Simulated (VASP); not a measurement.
A run of VASP 6.6.1:

Contents of POSCAR:

```
HfN
1.0
    0.0000000000      2.4548220000      2.4548220000
    2.4548220000      0.0000000000      2.4548220000
    2.4548220000      2.4548220000      0.0000000000
Hf N
1 1
Direct
    0.0000000000      0.0000000000      0.0000000000
    0.2500000000      0.2500000000      0.2500000000
```

Contents of INCAR.step1:

```
SYSTEM = HfN
PREC = Accurate ; ENCUT = 600
EDIFF = 1E-5 ; ISMEAR = -1
SIGMA = 0.05 ; LREAL = .False.
LASPH = .True. ; NELM = 80
ALGO = Normal ; LWAVE = .True.
LCHARG = .False. ; GGA = PE
NBANDS = 14
```

File INCAR.step2:

```
SYSTEM = HfN
PREC = Accurate ; ENCUT = 600
EDIFF = 1E-7 ; ISMEAR = -1
SIGMA = 0.05 ; LREAL = .False.
LASPH = .True. ; NELM = 80
ALGO = Normal ; ISIF = 3
LWAVE = .False. ; LCHARG = .False.
GGA = B3 ; LHFCALC = .True.
AEXX = 0.2 ; AGGAX = 0.72
AGGAC = 0.81 ; ALDAC = 0.19
PRECFOCK = Normal ; IBRION = 2
NSW = 60 ; EDIFFG = -0.01
ISTART = 1
```

File KPOINTS:

```
Automatic mesh
0
Gamma
  5 5 5
  0 0 0
```

Potentials or basis: VASP PAW PBE potentials, release 64 (Hf_pv, N).

Command:

```sh
$ cat potpaw_PBE.64/Hf_pv/POTCAR potpaw_PBE.64/N/POTCAR > POTCAR
$ cp INCAR.step1 INCAR
$ mpirun -np 1 vasp_std > vasp.out
$ cp INCAR.step2 INCAR
$ mpirun -np 1 vasp_std > vasp.out
```

Hardware: 1 thread of Intel(R) Xeon(R) Platinum 8488C (Sapphire Rapids) (shared host).

Problem. Estimate the wall time of this run.

Solution. Run time: 29 min on 1 thread of Intel(R) Xeon(R) Platinum 8488C (Sapphire Rapids), with other jobs on the host, peak memory 0.18 GiB. Counts: k points 10, ion steps 3.
